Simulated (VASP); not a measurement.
A run of VASP 6.6.1 is set up as follows.

File INCAR:

```
  ALGO = Normal
  EDIFF = 1E-7
  ENCUT = 520
  GGA = CA
  ISIF = 2
  ISMEAR = -1
  LASPH = True
  LCHARG = False
  LREAL = False
  LWAVE = False
  NBANDS = 35
  NELM = 80
  PREC = Accurate
  SIGMA = 0.15
```

KPOINTS

```
k-points
0
Gamma
  12 12 4
```

File POSCAR:

```
Hf2S
1.0
    3.3128261917      0.0000000000      0.0000000000
   -1.6564130959      2.8689916403      0.0000000000
    0.0000000000      0.0000000000     11.6063249251
Hf S
4 2
Direct
    0.6666666667      0.3333333333      0.8988305110
    0.3333333333      0.6666666667      0.3988305110
    0.6666666667      0.3333333333      0.6011694890
    0.3333333333      0.6666666667      0.1011694890
    0.0000000000      0.0000000000      0.7500000000
    0.0000000000      0.0000000000      0.2500000000
```

Potentials or basis: VASP PAW LDA potentials, release 64 (Hf_pv, S).

Run with:

```bash
$ cat potpaw_LDA.64/Hf_pv/POTCAR potpaw_LDA.64/S/POTCAR > POTCAR
$ mpirun -np 1 vasp_std > vasp.out
```

(1) What does it give for the largest force?

(2) Estimate the pressure.

Results:

(1) 0.032 eV/Å.

(2) 0.0 GPa.
